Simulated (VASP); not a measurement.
# LiPr3N2 (I4/mmm) in VASP: relaxation of cell and atoms with PBE

Aim: the relaxation of cell and atoms of LiPr3N2 with PBE.

Everything below comes from runs of VASP 6.6.1. Logs are shortened: lines on timing, memory, paths and dates and some standing lists are left out, and cuts for length are marked.

**1. The cell of the first run**

It takes space group I4/mmm (No. 139, tetragonal). Conventional cell: a = 4.908 Å, b = 4.908 Å, c = 12.080 Å, α = 90.00°, β = 90.00°, γ = 90.00°. Within 4.6 Å of Li (site symmetry 4/mmm) lie 12 Pr at 3.47 to 3.89 Å and 10 N at 3.66 to 4.21 Å. Within 3.3 Å of Pr (site symmetry -4m2) lie 4 N at 2.54 Å. Pr (site symmetry 4/mmm) has 2 N at 2.38 Å within 3.1 Å. Within 3.1 Å of N (site symmetry 4mm) lie 5 Pr at 2.38 to 2.54 Å.

The cell was generated, and may not be a known phase.

**2. Relaxation of cell and atoms, PBE**

Input file INCAR:

```
SYSTEM = LiPr3N2
ALGO = Normal ; EDIFF = 1E-7
EDIFFG = -0.04 ; ENCUT = 750
GGA = PE ; GGA_COMPAT = .FALSE.
IBRION = 2 ; ISIF = 3
ISMEAR = 0 ; LASPH = .TRUE.
LCHARG = .FALSE. ; LMAXMIX = 6
LREAL = .FALSE. ; LWAVE = .FALSE.
NELM = 200 ; NELMIN = 4
NSW = 90 ; PREC = Accurate
SIGMA = 0.1
```

Input file KPOINTS:

```
k-points
0
G
  6 6 6
  0 0 0
```

Input file POSCAR:

```
LiPr3N2
1.0
   -2.4541750204      2.4541750204      6.0401230365
    2.4541750204     -2.4541750204      6.0401230365
    2.4541750204      2.4541750204     -6.0401230365
Li Pr N
1 3 2
Direct
    0.0000000000      0.0000000000      0.0000000000
    0.7500000000      0.2500000000      0.5000000000
    0.2500000000      0.7500000000      0.5000000000
    0.5000000000      0.5000000000      0.0000000000
    0.6971124966      0.6971124966      0.0000000000
    0.3028875034      0.3028875034      0.0000000000
```

Potentials or basis: VASP PAW PBE potentials, release 64 (Li_sv, Pr_3, N), 4f in core.

Command:

```console
cat potpaw_PBE.64/Li_sv/POTCAR potpaw_PBE.64/Pr_3/POTCAR potpaw_PBE.64/N/POTCAR > POTCAR
mpirun -np 1 vasp_std > vasp.out
```

OUTCAR:

```text
SYSTEM = LiPr3N2
   EDIFF = 1E-7
   EDIFFG = -0.04
   ENCUT = 750
   GGA = PE
   IBRION = 2
   ISIF = 3
   ISMEAR = 0
   LASPH = .TRUE.
   LREAL = .FALSE.
   NELM = 200
   NELMIN = 4
   NSW = 90
   PREC = Accurate

 ion  position               nearest neighbor table
   1  0.000  0.000  0.000-
   2  0.750  0.250  0.500-   6 2.54   5 2.54   6 2.54   5 2.54   3 3.47   3 3.47   3 3.47   3 3.47
                             4 3.89   4 3.89   4 3.89   4 3.89
   3  0.250  0.750  0.500-   6 2.54   5 2.54   6 2.54   5 2.54   2 3.47   2 3.47   2 3.47   2 3.47
                             4 3.89   4 3.89   4 3.89   4 3.89
   4  0.500  0.500  0.000-   5 2.38   6 2.38   2 3.89   3 3.89   3 3.89   2 3.89   2 3.89   3 3.89
                             3 3.89   2 3.89
   5  0.697  0.697  0.000-   4 2.38   2 2.54   3 2.54   2 2.54   3 2.54
   6  0.303  0.303  0.000-   4 2.38   3 2.54   2 2.54   3 2.54   2 2.54

  LATTYP: Found a body centered tetragonal cell.
 ALAT       =     4.9083500408
 C/A-ratio  =     2.4611622995

  Lattice vectors:

 A1 = (  -2.4541750204,   2.4541750204,   6.0401230365)
 A2 = (   2.4541750204,  -2.4541750204,   6.0401230365)
 A3 = (   2.4541750204,   2.4541750204,  -6.0401230365)

Analysis of symmetry for initial positions (statically):
=====================================================================
 Subroutine PRICEL returns:
 Original cell was already a primitive cell.

 Routine SETGRP: Setting up the symmetry group for a
 body centered tetragonal supercell.

 Subroutine GETGRP returns: Found 16 space group operations
 (whereof 16 operations were pure point group operations)
 out of a pool of 16 trial point group operations.

The static configuration has the point symmetry D_4h.

Analysis of symmetry for dynamics (positions and initial velocities):
=====================================================================
 Subroutine PRICEL returns:
 Original cell was already a primitive cell.

 Routine SETGRP: Setting up the symmetry group for a
 body centered tetragonal supercell.

 Subroutine GETGRP returns: Found 16 space group operations
 (whereof 16 operations were pure point group operations)
 out of a pool of 16 trial point group operations.

The dynamic configuration has the point symmetry D_4h.

 Subroutine INISYM returns: Found 16 space group operations
 (whereof 16 operations are pure point group operations),
 and found     1 'primitive' translations

----------------------------------------------------------------------------------------

                                     Primitive cell

  volume of cell :     145.5180

  direct lattice vectors                    reciprocal lattice vectors
    -2.454175020  2.454175020  6.040123036     0.000000000  0.203734451  0.082779771
     2.454175020 -2.454175020  6.040123036     0.203734451  0.000000000  0.082779771
     2.454175020  2.454175020 -6.040123036     0.203734451  0.203734451  0.000000000

  length of vectors
     6.966278516  6.966278516  6.966278516     0.219909565  0.219909565  0.288124023

  position of ions in fractional coordinates (direct lattice)
     0.000000000  0.000000000  0.000000000
     0.750000000  0.250000000  0.500000000
     0.250000000  0.750000000  0.500000000
     0.500000000  0.500000000  0.000000000
     0.697112497  0.697112497  0.000000000
     0.302887503  0.302887503  0.000000000

  ion indices of the primitive-cell ions
   primitive index   ion index
                 1           1
                 2           2
                 3           3
                 4           4
                 5           5
                 6           6

----------------------------------------------------------------------------------------

 KPOINTS: k-points

Automatic generation of k-mesh.
 Grid dimensions read from file:
 generate k-points for:    6    6    6

 Generating k-lattice:

  Cartesian coordinates                     Fractional coordinates (reciprocal lattice)
     0.000000000  0.033955742  0.013796628     0.166666667  0.000000000 -0.000000000
     0.033955742  0.000000000  0.013796628     0.000000000  0.166666667 -0.000000000
     0.033955742  0.033955742  0.000000000     0.000000000  0.000000000  0.166666667

  Length of vectors
     0.036651594  0.036651594  0.048020671

  Shift w.r.t. Gamma in fractional coordinates (k-lattice)
     0.000000000  0.000000000  0.000000000

 Subroutine IBZKPT returns following result:
 ===========================================

 Found     30 irreducible k-points:

 Following reciprocal coordinates:
            Coordinates               Weight
  0.000000  0.000000  0.000000      1.000000
  0.166667  0.000000 -0.000000      8.000000
  0.333333  0.000000  0.000000      8.000000
  0.500000  0.000000  0.000000      4.000000
  0.166667  0.166667  0.000000      8.000000
  0.333333  0.166667 -0.000000     16.000000
[... 16 lines left out ...]
 -0.333333 -0.333333  0.166667      8.000000
 -0.166667 -0.333333  0.166667      8.000000
 [... further k-points ...]
   k-points           NKPTS =     30   k-points in BZ     NKDIM =     30   number of bands    NBANDS=     27
   number of dos      NEDOS =    301   number of ions     NIONS =      6
   total plane-waves  NPLWV = 262144
   dimension x,y,z NGX =    64 NGY =   64 NGZ =   64
   dimension x,y,z NGXF=   128 NGYF=  128 NGZF=  128
   ions per type =               1   3   2
   NGX,Y,Z   is equivalent  to a cutoff of  15.27, 15.27, 15.27 a.u.
   NGXF,Y,Z  is equivalent  to a cutoff of  30.55, 30.55, 30.55 a.u.
 SYSTEM =  LiPr3N2
   PREC   = accura    normal or accurate (medium, high low for compatibility)
   ISTART =      0    job   : 0-new  1-cont  2-samecut
   ICHARG =      2    charge: 1-file 2-atom 10-const
   ISPIN  =      1    spin polarized calculation?
   LNONCOLLINEAR =      F non collinear calculations
   LSORBIT =      F    spin-orbit coupling
   LASPH  =      T    aspherical Exc in radial PAW
   ENCUT  =  750.0 eV  55.12 Ry    7.42 a.u.  15.56 15.56 15.56*2*pi/ulx,y,z
   NELM   =    200;   NELMIN=  4; NELMDL= -5     # of ELM steps
   EDIFF  = 0.1E-06   stopping-criterion for ELM
   LREAL  =      F    real-space projection
   EDIFFG = -.4E-01   stopping-criterion for IOM
   NSW    =     90    number of steps for IOM
   IBRION =      2    ionic relax: 0-MD 1-quasi-New 2-CG
   NFREE  =      1    steps in history (QN), initial steepest desc. (CG)
   ISIF   =      3    stress and relaxation
   ISYM   =      2    0-nonsym 1-usesym 2-fastsym
   POTIM  = 0.5000    time-step for ionic-motion
   TEBEG  =    0.0;   TEEND  =   0.0 temperature during run
   PSTRESS=    0.0 pullay stress
   NELECT =      46.0000    total number of electrons
   NUPDOWN=      -1.0000    fix difference up-down
   EMIN   =  10.00;   EMAX   =-10.00  energy-range for DOS
   EFERMI =   0.00;   METHOD = LEGACY
   ISMEAR =     0;   SIGMA  =   0.10  broadening in eV -4-tet -1-fermi 0-gaus
   EFERMI_NEDOS =   21; number of points for ismear=-14 and -15
   IALGO  =     38    algorithm
   IMIX   =      4    mixing-type and parameters
     AMIX     =   0.40;   BMIX     =  1.00
     AMIX_MAG =   1.60;   BMIX_MAG =  1.00
  volume/ion in A,a.u.               =      24.25       163.67
  Fermi-wavevector in a.u.,A,eV,Ry     =   1.115206  2.107434 16.921359  1.243685
  Thomas-Fermi vector in A             =   2.251809
   LORBIT       =      0    0 simple, 1 ext, 2 COOP (PROOUT), +10 PAW based schemes
   GGA     = PE    functional components
   LHFCALC =     F    Hartree Fock is set to
   AEXX    =    0.0000 exact exchange contribution
   IVDW    =     0    specifies the selected vdW correction
   LEPSILON=     F    determine dielectric tensor
   LRPA    =     F    only Hartree local field effects (RPA)
 conjugate gradient relaxation of ions
 non-spin polarized calculation
 Gauss-broadening in eV      SIGMA  =   0.10
  energy-cutoff  :      750.00
  volume of cell :      145.52
 maximum number of plane-waves:      6830
 NGX is ok and might be reduce to    64
   NGX = 31   NGY = 31   NGZ = 31

--------------------------------------- Ionic step        1  -------------------------------------------

 number of electron      46.0000000 magnetization

 Free energy of the ion-electron system (eV)
  ---------------------------------------------------
  ext. energy  EPLUGINS =         0.00000000
  ---------------------------------------------------
  free energy    TOTEN  =       -37.05934586 eV

  energy without entropy =      -37.04224625  energy(sigma->0) =      -37.05079606

------------------------ aborting loop because EDIFF is reached ----------------------------------------

  FORCE on cell =-STRESS in cart. coord.  units (eV):
  Direction    XX          YY          ZZ          XY          YZ          ZX
  --------------------------------------------------------------------------------------
  -------------------------------------------------------------------------------------
  Total        0.0921521      0.0921521     -0.0837432      0.0000000     -0.0000000      0.0000000
  in kB        1.0146099      1.0146099     -0.9220263      0.0000000     -0.0000000      0.0000000
  external PRESSURE =       0.3690645 kB  Pullay stress =       0.0000000 kB
[... 105 lines left out ...]
  energy  without entropy=      -37.0437796969  energy(sigma->0) =      -37.05202215

--------------------------------------- Ionic step        4  -------------------------------------------

 number of electron      46.0000000 magnetization

 Free energy of the ion-electron system (eV)
  ---------------------------------------------------
  ext. energy  EPLUGINS =         0.00000000
  ---------------------------------------------------
  free energy    TOTEN  =       -37.06046860 eV

  energy without entropy =      -37.04409205  energy(sigma->0) =      -37.05228032

 E-fermi :   3.0423     XC(G=0):  -9.2378

 val. band max:        3.0055454483   @ k =  -0.1667  -0.3333   0.1667
 cond. band min:       3.0546331375   @ k =   0.5000   0.5000   0.5000
 fundamental gap:      0.0490876893
 Fermi energy:         3.0423179069

 k-point     1 :       0.0000    0.0000    0.0000
  band No.  band energies     occupation
      1     -43.5465      2.00000
      2     -33.1332      2.00000
      3     -33.0332      2.00000
      4     -32.8558      2.00000
      5     -15.7375      2.00000
      6     -15.4640      2.00000
[... 709 lines left out ...]
     26       4.7041      0.00000
     27       4.7531      0.00000

 [... further k-points ...]

------------------------ aborting loop because EDIFF is reached ----------------------------------------

  FORCE on cell =-STRESS in cart. coord.  units (eV):
  Direction    XX          YY          ZZ          XY          YZ          ZX
  --------------------------------------------------------------------------------------
  -------------------------------------------------------------------------------------
  Total       -0.1725591     -0.1725591     -0.1890722      0.0000000     -0.0000000      0.0000000
  in kB       -1.8955516     -1.8955516     -2.0769468      0.0000000     -0.0000000      0.0000000
  external PRESSURE =      -1.9560167 kB  Pullay stress =       0.0000000 kB
[... 21 lines left out ...]
  FREE ENERGIE OF THE ION-ELECTRON SYSTEM (eV)
  ---------------------------------------------------
  free  energy   TOTEN  =       -37.0604685959 eV

  energy  without entropy=      -37.0440920454  energy(sigma->0) =      -37.05228032

 reached required accuracy - stopping structural energy minimisation
```

Run time: 10 min. Hardware: 1 thread of Intel Xeon 6975P-C (Granite Rapids), shared host; peak memory 0.72 GiB.

What came out:

```
Free energy                           : -37.0605 eV
Relaxed volume                        : 24.31 Å³/atom
Relaxed cell                          : a = 6.954 Å, b = 6.954 Å, c = 6.954 Å, α = 138.55°, β = 138.55°, γ = 60.06°
Space group after relaxing (to 0.1 Å) : I4/mmm (No. 139)
Energy gained by relaxing             : 0.2 meV/atom
Ionic steps                           : 4
Pressure after relaxing               : -0.2 GPa
Largest force after relaxing          : 0.010 eV/Å
Band gap on the k mesh                : zero (bands 23 and 24 overlap by 0.32 eV)
```

Forces in eV/Å, atoms in the order of the input:
```
Li   0.000  0.000  0.000
Pr   0.000  0.000  0.000
Pr   0.000  0.000  0.000
Pr   0.000  0.000  0.000
N    0.000  0.000  0.010
N    0.000  0.000 -0.010
```

The path:
| step | energy change (eV) | largest force (eV/Å) | pressure (GPa) | volume (Å³) |
| --- | --- | --- | --- | --- |
| 1 | 0.0000 | 0.0597 | 0.04 | 145.52 |
| 2 | -0.0005 | 0.0477 | -0.04 | 145.64 |
| 3 | -0.0009 | 0.0153 | -0.25 | 145.95 |
| 4 | -0.0011 | 0.0104 | -0.20 | 145.85 |

Final structure:
```
Li Pr N
1.0
    -2.46098    2.46098    6.02057
     2.46098   -2.46098    6.02057
     2.46098    2.46098   -6.02057
Li Pr N
1 3 2
Direct
  0.00000 0.00000 0.00000
  0.75000 0.25000 0.50000
  0.25000 0.75000 0.50000
  0.50000 0.50000 0.00000
  0.69812 0.69812 0.00000
  0.30188 0.30188 0.00000
```

Caveat: spin-orbit coupling is left out, which moves the levels of the heavy elements; the 4f electrons are frozen in the core, so they carry no moment and show no levels; the run has no spin polarisation, though such a crystal can be magnetic. With open d or f shells a metallic result of PBE can be an artefact of self-interaction; +U or a hybrid may open a gap.

The gap in the log of VASP goes by the Fermi energy; the results here count the filled bands.